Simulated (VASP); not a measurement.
# Al5GaN6 (P-3m1) in VASP: further runs

Al5GaN6 is run at these levels: PBE; tasks: single point, relaxation of cell and atoms.

Everything below comes from runs of VASP 6.6.1. Logs are shortened: lines on timing, memory, paths and dates and some standing lists are left out, and cuts for length are marked.

### Step 1. The cell of the first run

The structure is trigonal, space group P-3m1 (No. 164). The conventional cell has a = 2.902 Å, b = 2.902 Å, c = 14.228 Å, α = 90.00°, β = 90.00°, γ = 120.00°. Within 2.7 Å of Al (site symmetry 3m) lie 6 N at 2.05 Å. Within 2.7 Å of Al (site symmetry 3m) lie 6 N at 2.03 to 2.05 Å. Within 2.7 Å of Al (site symmetry -3m) lie 6 N at 2.05 Å. Within 3.0 Å of Ga (site symmetry -3m) lie 6 N at 2.10 Å and 6 Ga at 2.90 Å and 6 Al at 2.94 Å. Within 2.7 Å of N (site symmetry 3m) lie 6 Al at 2.05 Å. Within 2.7 Å of N (site symmetry 3m) lie 6 Al at 2.05 Å. Within 2.7 Å of N (site symmetry 3m) lie 3 Al at 2.03 Å and 3 Ga at 2.10 Å.

### Step 2. Single point, PBE

Input file INCAR:

```
PREC = Accurate
ENCUT = 520
EDIFF = 1E-6
ISMEAR = 0
SIGMA = 0.02
LREAL = False
LASPH = True
NELM = 100
ALGO = Normal
ISIF = 2
LWAVE = False
LCHARG = False
GGA = PE
NBANDS = 41
```

Input file KPOINTS:

```
regular mesh
0
Gamma
  12 12 2
```

Input file POSCAR:

```
Al5GaN6
1.0
    2.9015176699      0.0000000000      0.0000000000
   -1.4507588349      2.5127880116      0.0000000000
    0.0000000000      0.0000000000     14.2283433692
Al Ga N
5 1 6
Direct
    0.3333333333      0.6666666667      0.8350066827
    0.6666666667      0.3333333333      0.6699954360
    0.3333333333      0.6666666667      0.3300045640
    0.6666666667      0.3333333333      0.1649933173
    0.0000000000      0.0000000000      0.0000000000
    0.0000000000      0.0000000000      0.5000000000
    0.6666666667      0.3333333333      0.9175099968
    0.0000000000      0.0000000000      0.7525606179
    0.3333333333      0.6666666667      0.5889442492
    0.6666666667      0.3333333333      0.4110557508
    0.0000000000      0.0000000000      0.2474393821
    0.3333333333      0.6666666667      0.0824900032
```

Potentials or basis: VASP PAW PBE potentials, release 64 (Al, Ga_d, N).

Run with:

```console
cat potpaw_PBE.64/Al/POTCAR potpaw_PBE.64/Ga_d/POTCAR potpaw_PBE.64/N/POTCAR > POTCAR
mpirun -np 1 vasp_std > vasp.out
```

OUTCAR:

```text
PREC = Accurate
   ENCUT = 520
   EDIFF = 1E-6
   ISMEAR = 0
   LREAL = False
   LASPH = True
   NELM = 100
   ISIF = 2
   GGA = PE

 ion  position               nearest neighbor table
   1  0.333  0.667  0.835-   8 2.05   8 2.05   8 2.05   7 2.05   7 2.05   7 2.05   5 2.88   5 2.88
                             5 2.88   2 2.88   2 2.88   2 2.88
   2  0.667  0.333  0.670-   9 2.03   9 2.03   9 2.03   8 2.05   8 2.05   8 2.05   1 2.88   1 2.88
                             1 2.88   6 2.94   6 2.94   6 2.94
   3  0.333  0.667  0.330-  10 2.03  10 2.03  10 2.03  11 2.05  11 2.05  11 2.05   4 2.88   4 2.88
                             4 2.88   6 2.94   6 2.94   6 2.94
   4  0.667  0.333  0.165-  11 2.05  11 2.05  11 2.05  12 2.05  12 2.05  12 2.05   5 2.88   5 2.88
                             5 2.88   3 2.88   3 2.88   3 2.88
   5  0.000  0.000  0.000-   7 2.05  12 2.05  12 2.05   7 2.05   7 2.05  12 2.05   1 2.88   4 2.88
                             1 2.88   4 2.88   1 2.88   4 2.88
   6  0.000  0.000  0.500-   9 2.10  10 2.10   9 2.10  10 2.10  10 2.10   9 2.10   2 2.94   3 2.94
                             3 2.94   2 2.94   3 2.94   2 2.94
   7  0.667  0.333  0.918-   5 2.05   5 2.05   5 2.05   1 2.05   1 2.05   1 2.05
   8  0.000  0.000  0.753-   1 2.05   1 2.05   1 2.05   2 2.05   2 2.05   2 2.05
   9  0.333  0.667  0.589-   2 2.03   2 2.03   2 2.03   6 2.10   6 2.10   6 2.10
  10  0.667  0.333  0.411-   3 2.03   3 2.03   3 2.03   6 2.10   6 2.10   6 2.10
  11  0.000  0.000  0.247-   4 2.05   4 2.05   4 2.05   3 2.05   3 2.05   3 2.05
  12  0.333  0.667  0.082-   5 2.05   5 2.05   5 2.05   4 2.05   4 2.05   4 2.05

  LATTYP: Found a hexagonal cell.
 ALAT       =     2.9015176699
 C/A-ratio  =     4.9037589937

  Lattice vectors:

 A1 = (   2.9015176699,   0.0000000000,   0.0000000000)
 A2 = (  -1.4507588349,   2.5127880116,   0.0000000000)
 A3 = (   0.0000000000,   0.0000000000,  14.2283433692)

Analysis of symmetry for initial positions (statically):
=====================================================================
 Subroutine PRICEL returns:
 Original cell was already a primitive cell.

 Routine SETGRP: Setting up the symmetry group for a
 hexagonal supercell.

 Subroutine GETGRP returns: Found 12 space group operations
 (whereof 12 operations were pure point group operations)
 out of a pool of 24 trial point group operations.

The static configuration has the point symmetry D_3d.

Analysis of symmetry for dynamics (positions and initial velocities):
=====================================================================
 Subroutine PRICEL returns:
 Original cell was already a primitive cell.

 Routine SETGRP: Setting up the symmetry group for a
 hexagonal supercell.

[... 140 lines left out ...]
   EFERMI_NEDOS =   21; number of points for ismear=-14 and -15
   IALGO  =     38    algorithm
   IMIX   =      4    mixing-type and parameters
     AMIX     =   0.40;   BMIX     =  1.00
     AMIX_MAG =   1.60;   BMIX_MAG =  1.00
  volume/ion in A,a.u.               =       8.64        58.34
  Fermi-wavevector in a.u.,A,eV,Ry     =   1.348670  2.548617 24.747783  1.818911
  Thomas-Fermi vector in A             =   2.476320
   LORBIT       =      0    0 simple, 1 ext, 2 COOP (PROOUT), +10 PAW based schemes
   GGA     = PE    functional components
   LHFCALC =     F    Hartree Fock is set to
   AEXX    =    0.0000 exact exchange contribution
   IVDW    =     0    specifies the selected vdW correction
   LEPSILON=     F    determine dielectric tensor
   LRPA    =     F    only Hartree local field effects (RPA)
 non-spin polarized calculation
 Gauss-broadening in eV      SIGMA  =   0.02
  energy-cutoff  :      520.00
  volume of cell :      103.74
 maximum number of plane-waves:      2872
 NGX is ok and might be reduce to    24
   NGX = 11   NGY = 11   NGZ = 53

 number of electron      57.9999991 magnetization

 Free energy of the ion-electron system (eV)
  ---------------------------------------------------
  ext. energy  EPLUGINS =         0.00000000
  ---------------------------------------------------
  free energy    TOTEN  =       -83.76500985 eV

  energy without entropy =      -83.76500985  energy(sigma->0) =      -83.76500985

 E-fermi :   9.4504     XC(G=0): -12.3291

 val. band max:        9.2967172955   @ k =   0.0000   0.0000   0.5000
 cond. band min:      12.4081872106   @ k =   0.5000   0.0000   0.0000
 fundamental gap:      3.1114699151
 Fermi energy:         9.4504164428

 k-point     1 :       0.0000    0.0000    0.0000
  band No.  band energies     occupation
      1      -8.0050      2.00000
      2      -7.4731      2.00000
      3      -7.4259      2.00000
      4      -6.0167      2.00000
      5      -5.9864      2.00000
      6      -4.8353      2.00000
[... 1045 lines left out ...]
     40      19.4761      0.00000
     41      19.5728      0.00000

 [... further k-points ...]

------------------------ aborting loop because EDIFF is reached ----------------------------------------

  FORCE on cell =-STRESS in cart. coord.  units (eV):
  Direction    XX          YY          ZZ          XY          YZ          ZX
  --------------------------------------------------------------------------------------
  -------------------------------------------------------------------------------------
  Total        0.0068642      0.0068642     -0.0364799      0.0000000      0.0000000      0.0000000
  in kB        0.1060146      0.1060146     -0.5634157      0.0000000      0.0000000      0.0000000
  external PRESSURE =      -0.1171288 kB  Pullay stress =       0.0000000 kB

 VOLUME and BASIS-vectors are now :
 -----------------------------------------------------------------------------
  energy-cutoff  :      520.00
  volume of cell :      103.74
      direct lattice vectors                 reciprocal lattice vectors
     2.901517670  0.000000000  0.000000000     0.344647220  0.198982165  0.000000000
    -1.450758835  2.512788012  0.000000000     0.000000000  0.397964331  0.000000000
     0.000000000  0.000000000 14.228343369     0.000000000  0.000000000  0.070282251

 POSITION                                       TOTAL-FORCE (eV/Angst)
 -----------------------------------------------------------------------------------
     -0.00000      1.67519     11.88076         0.000000     -0.000000     -0.000509
      1.45076      0.83760      9.53293        -0.000000     -0.000000      0.003950
     -0.00000      1.67519      4.69542        -0.000000      0.000000     -0.003950
      1.45076      0.83760      2.34758        -0.000000      0.000000      0.000509
      0.00000      0.00000      0.00000        -0.000000      0.000000      0.000000
      0.00000      0.00000      7.11417        -0.000000      0.000000      0.000000
      1.45076      0.83760     13.05465        -0.000000      0.000000      0.000058
      0.00000      0.00000     10.70769         0.000000      0.000000      0.000695
     -0.00000      1.67519      8.37970        -0.000000      0.000000      0.047944
      1.45076      0.83760      5.84864         0.000000     -0.000000     -0.047944
      0.00000      0.00000      3.52065        -0.000000     -0.000000     -0.000695
     -0.00000      1.67519      1.17370         0.000000      0.000000     -0.000058
 -----------------------------------------------------------------------------------
    total drift:                                0.000000      0.000000      0.000000

  FREE ENERGIE OF THE ION-ELECTRON SYSTEM (eV)
  ---------------------------------------------------
  free  energy   TOTEN  =       -83.7650098542 eV

  energy  without entropy=      -83.7650098542  energy(sigma->0) =      -83.76500985
```

OSZICAR:

```text
N       E                     dE             d eps       ncg     rms          rms(c)
DAV:   1     0.466002068568E+03    0.46600E+03   -0.25951E+04  3415   0.170E+03
DAV:   2    -0.248834632516E+02   -0.49089E+03   -0.45198E+03  3684   0.468E+02
DAV:   3    -0.913012835971E+02   -0.66418E+02   -0.65271E+02  3594   0.137E+02
DAV:   4    -0.943703751127E+02   -0.30691E+01   -0.30515E+01  4143   0.324E+01
DAV:   5    -0.944474089621E+02   -0.77034E-01   -0.76901E-01  4110   0.497E+00    0.184E+01
DAV:   6    -0.837361556339E+02    0.10711E+02   -0.36177E+01  4812   0.466E+01    0.597E+00
DAV:   7    -0.838154496428E+02   -0.79294E-01   -0.30288E+00  3831   0.899E+00    0.449E+00
DAV:   8    -0.837793863832E+02    0.36063E-01   -0.29304E-01  4215   0.350E+00    0.861E-01
DAV:   9    -0.837645476565E+02    0.14839E-01   -0.65079E-02  4738   0.280E+00    0.355E-01
DAV:  10    -0.837647796753E+02   -0.23202E-03   -0.88732E-03  3927   0.528E-01    0.192E-01
DAV:  11    -0.837650422381E+02   -0.26256E-03   -0.15515E-03  4930   0.268E-01    0.730E-02
DAV:  12    -0.837650071027E+02    0.35135E-04   -0.13294E-04  4623   0.103E-01    0.355E-02
DAV:  13    -0.837650104153E+02   -0.33125E-05   -0.55253E-05  4122   0.437E-02    0.135E-02
DAV:  14    -0.837650098542E+02    0.56107E-06   -0.57166E-06  4193   0.183E-02
   1 F= -.83765010E+02 E0= -.83765010E+02  d E =-.175869E-29
```

stdout:

```text
POSCAR found type information on POSCAR AlGaN
 POSCAR found :  3 types and      12 ions
 scaLAPACK will be used
 LDA part: xc-table for (Slater+PW92), standard interpolation
 POSCAR, INCAR and KPOINTS ok, starting setup
 FFT: planning ... GRIDC
 FFT: planning ... GRID_SOFT
 FFT: planning ... GRID
 WAVECAR not read
 entering main loop
```

It took 4.7 min on 1 thread of Intel Xeon 8259CL, shared host; peak memory 0.32 GiB.

Results:

```
Free energy            : -83.7650 eV
Pressure               : 0.0 GPa
Largest force          : 0.048 eV/Å
Band gap on the k mesh : 3.11 eV (least direct gap 3.89 eV)
```

Forces on the atoms (eV/Å):
```
Al   0.000  0.000 -0.001
Al   0.000  0.000  0.004
Al   0.000  0.000 -0.004
Al   0.000  0.000  0.001
Al   0.000  0.000  0.000
Ga   0.000  0.000  0.000
N    0.000  0.000  0.000
N    0.000  0.000  0.001
N    0.000  0.000  0.048
N    0.000  0.000 -0.048
N    0.000  0.000 -0.001
N    0.000  0.000  0.000
```

[end of part 1 of 2]
